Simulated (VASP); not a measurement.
# Ti: single point with r2SCAN

The system is Ti.

```
Ti
1.0
     3.00360    0.00000    0.00000
    -1.50180    2.60119    0.00000
     0.00000    0.00000    5.19500
Ti
2
Direct
  0.33333 0.66667 0.25000
  0.66667 0.33333 0.75000
```

| Item | Value |
| --- | --- |
| Program | VASP 6.6.1 |
| Task | single point |
| Functional | r2SCAN |
| Potentials or basis | VASP PAW PBE potentials, release 64 (Ti_sv) |
| Cutoff | 520 eV |
| k mesh | 18 × 18 × 10 |
| Occupations | methfessel-paxton, width 0.05 eV |
| Spin | no spin polarisation |
| Dipole correction | no |
| Further INCAR settings | ALGO = Normal; EDIFF = 1e-06; NBANDS = 19 |

| Item | Value |
| --- | --- |
| Pressure | -13.7 GPa |
| Band gap on the k mesh | zero (bands 12 and 13 overlap by 0.72 eV) |

Stress tensor (GPa, compression positive):
```
-10.63   0.00   0.00
  0.00 -10.63   0.00
  0.00   0.00 -19.80
```

Levels at points of the mesh, in eV from the Fermi level:
```
           k point  band 8  band 9  band 10  band 11  band 12  band 13  band 14  band 15  band 16  band 17
(0.00, 0.00, 0.00)  -34.42   -6.24    -2.66    -0.47     0.35     0.84     0.84     1.14     1.14     1.91
(0.50, 0.00, 0.00)  -34.49   -2.22    -1.87    -1.62    -0.62     0.31     0.75     0.95     3.01     3.16
(0.00, 0.00, 0.50)  -34.44   -4.70    -4.70    -0.26    -0.26     0.85     0.85     0.85     0.85     2.54
(0.50, 0.00, 0.50)  -34.52   -2.28    -2.28    -0.85    -0.85     0.97     0.97     1.83     1.83     3.18
```

It took 8.2 min on 1 thread of Intel(R) Xeon(R) 6975P-C (Granite Rapids), with other jobs on the host, peak memory 0.27 GiB.

Caveat: the stress differs along the axes, from -20 to -11 GPa; the PAW data sets were made with another functional, which shifts forces and pressure a little.
